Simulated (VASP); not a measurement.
The system is Zn.

```
Zn
1.0
     2.67000    0.00000    0.00000
    -1.33500    2.31229    0.00000
     0.00000    0.00000    4.96600
Zn
2
Direct
  0.33333 0.66667 0.25000
  0.66667 0.33333 0.75000
```

| Item | Value |
| --- | --- |
| Program | VASP 6.6.1 |
| Task | relaxation of cell and atoms |
| Functional | PBEsol |
| Potentials or basis | VASP PAW PBE potentials, release 64 (Zn) |
| Cutoff | 600 eV |
| k mesh | 20 × 20 × 10 |
| Occupations | fermi-dirac, width 0.1 eV |
| Spin | no spin polarisation |

At the start: pressure -5.5 GPa; volume 15.33 Å³/atom.

**Question.** How do energy, volume and symmetry change on relaxing?

**Answer.** Over 23 steps the energy falls by 21.0 meV/atom and the volume is 14.09 Å³/atom (-8.1 %); space group P6_3/mmc (No. 194, to 0.1 Å) before and after.

The path:
```tsv
step	energy change (eV)	largest force (eV/Å)	pressure (GPa)	volume (Å³)
1	0.0000	0.0000	-5.47	30.66
2	-0.0381	0.0000	0.69	28.39
3	-0.0386	0.0000	-0.02	28.61
4	-0.0386	0.0000	-0.14	28.65
5	-0.0387	0.0000	-0.17	28.63
6	-0.0391	0.0000	-0.15	28.59
7	-0.0397	0.0000	-0.12	28.49
8	-0.0413	0.0000	-0.06	28.30
9	-0.0389	0.0000	0.67	27.88
10	-0.0419	0.0000	0.02	28.20
11	-0.0420	0.0000	0.13	28.12
12	-0.0420	0.0000	0.10	28.15
13	-0.0420	0.0000	0.09	28.14
14	-0.0416	0.0000	-0.58	28.33
15	-0.0420	0.0000	0.05	28.16
16	-0.0420	0.0000	0.01	28.17
17	-0.0420	0.0000	0.02	28.17
18	-0.0420	0.0000	0.03	28.17
19	-0.0420	0.0000	-0.07	28.21
20	-0.0420	0.0000	-0.03	28.18
21	-0.0420	0.0000	0.05	28.16
22	-0.0420	0.0000	0.02	28.18
23	-0.0420	0.0000	0.01	28.18
```

Final structure:
```
CELL_PARAMETERS angstrom
2.63978 0.00000 0.00000
-1.31989 2.28612 0.00000
0.00000 0.00000 4.66904
ATOMIC_POSITIONS crystal
Zn 0.33333 0.66667 0.25000
Zn 0.66667 0.33333 0.75000
```

Caveat: the PAW data sets were made with another functional, which shifts forces and pressure a little.
